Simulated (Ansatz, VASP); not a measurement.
Two plane-wave programs on Se

Contents of INCAR:

```
SYSTEM = Se
ALGO = Normal
EDIFF = 1E-6
EDIFFG = -0.005
ENCUT = 600
GGA = PE
IBRION = 2
ISIF = 3
ISMEAR = -1
LASPH = .True.
LCHARG = .False.
LREAL = .False.
LWAVE = .False.
NELM = 100
NSW = 100
PREC = Accurate
SIGMA = 0.03
```

Contents of KPOINTS:

```
k-points
0
Gamma
  19 19 10
  0 0 0
```

POSCAR

```
Se
1.0
    2.5123336524      0.0000000000      0.0000000000
   -1.2561668262      2.1757447658      0.0000000000
    0.0000000000      0.0000000000      4.0699805169
Se
2
Direct
    0.3333333333      0.6666666667      0.2500000000
    0.6666666667      0.3333333333      0.7500000000
```

Input for Ansatz:

```yaml
crystal:
  lattice:
    - [2.5123336524, 0.0, 0.0]
    - [-1.2561668262, 2.1757447658, 0.0]
    - [0.0, 0.0, 4.0699805169]
  atoms:
    - { symbol: Se, position: [0.3333333333, 0.6666666667, 0.25] }
    - { symbol: Se, position: [0.6666666667, 0.3333333333, 0.75] }
kpoints:
  mp_grid: { grid: [19, 19, 10] }
scf:
  occupations: { method: fermi_dirac, width: 0.03 }
hamiltonian:
  xc: pbe
  pseudopotentials: { kind: paw, azcp: { folder: soft_1 } }
output:
  forces: true
  stress: true
relax:
  f_tol: 0.005
  max_steps: 80
  cell: {}
```

Alike in both runs: task relaxation of cell and atoms; functional PBE; k mesh 19 × 19 × 10; occupations fermi-dirac, width 0.03 eV; no spin polarisation.

|  | VASP | Ansatz |
| --- | --- | --- |
| version | VASP 6.6.1 | Ansatz 0.2.0 |
| potentials or method | VASP PAW PBE potentials, release 64 (Se) | PAW with Ansatz's earlier generated frozen-core files (soft_1), scalar-relativistic |
| plane-wave cutoff (eV) | 600 | 420 |
| valence electrons in the cell | 12 | 32 |

|  | VASP | Ansatz | Ansatz less VASP |
| --- | --- | --- | --- |
| relaxed volume (Å³/atom) | 22.42 | 22.39 | -0.025 |
| relaxed cell length with the largest relative difference (Å) | 3.685 | 3.683 | -0.0024 |

VASP's potentials hold 12 valence electrons a cell and Ansatz's 32, so a difference there can come from the potentials and not from the codes.

Noted on VASP's run: the volume moved by over 15 % at a fixed basis, so the end points are rough.
